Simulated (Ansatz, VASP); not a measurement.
**Ir in VASP and in Ansatz**

INCAR

```
SYSTEM = Ir
ALGO = Normal ; EDIFF = 1E-7
EDIFFG = -0.05 ; ENCUT = 500
GGA = PE ; GGA_COMPAT = .False.
IBRION = 2 ; ISIF = 3
ISMEAR = 0 ; LASPH = .True.
LCHARG = .False. ; LREAL = .False.
LWAVE = .False. ; NELM = 120
NELMIN = 4 ; NSW = 100
PREC = Accurate ; SIGMA = 0.1
```

Contents of KPOINTS:

```
k-points
0
Gamma
  8 8 8
  0 0 0
```

The input POSCAR:

```
Ir
1.0
    0.0000000000      1.9197000000      1.9197000000
    1.9197000000      0.0000000000      1.9197000000
    1.9197000000      1.9197000000      0.0000000000
Ir
1
Direct
    0.0000000000      0.0000000000      0.0000000000
```

Input for Ansatz:

```yaml
crystal:
  lattice:
    - [0.0, 1.9197, 1.9197]
    - [1.9197, 0.0, 1.9197]
    - [1.9197, 1.9197, 0.0]
  atoms:
    - { symbol: Ir, position: [0.0, 0.0, 0.0] }
basis:
  ecutwfc: 420
kpoints:
  mp_grid: { grid: [8, 8, 8] }
hamiltonian:
  xc: pbe
  pseudopotentials: { kind: paw, azcp: { folder: soft_1 } }
scf:
  occupations: { method: gaussian, width: 0.1 }
output:
  forces: true
  stress: true
  eigenvalues: true
relax:
  adjacent_minimum: "off"
  f_tol: 0.05
  max_steps: 80
  cell: { stress_tol: 0.5 }
```

Alike in both runs: task relaxation of cell and atoms; functional PBE; k mesh 8 × 8 × 8; occupations gaussian, width 0.1 eV; no spin polarisation.

|  | VASP | Ansatz |
| --- | --- | --- |
| version | VASP 6.6.1 | Ansatz 0.2.0 |
| potentials or method | VASP PAW PBE potentials, release 64 (Ir), cutoff 500 eV | scalar-relativistic, plane waves, PAW |
| valence electrons in the cell | 9 | 17 |

VASP gave:

```
gap on the k mesh at the Fermi level, each at its own relaxed structure (eV) : none
relaxed volume (Å³/atom)                                                     : 14.59
relaxed cell length with the largest relative difference (Å)                 : 2.743
```

Problem. Which values does Ansatz return?

Solution. gap on the k mesh at the Fermi level, each at its own relaxed structure (eV): none; relaxed volume (Å³/atom): 14.55; relaxed cell length with the largest relative difference (Å): 2.740.

A gap of «none» marks a metal or a gap that the smearing closes. VASP's potentials hold 9 valence electrons a cell and Ansatz's 17, so a difference there can come from the potentials and not from the codes.

Neither program's run includes spin-orbit coupling.
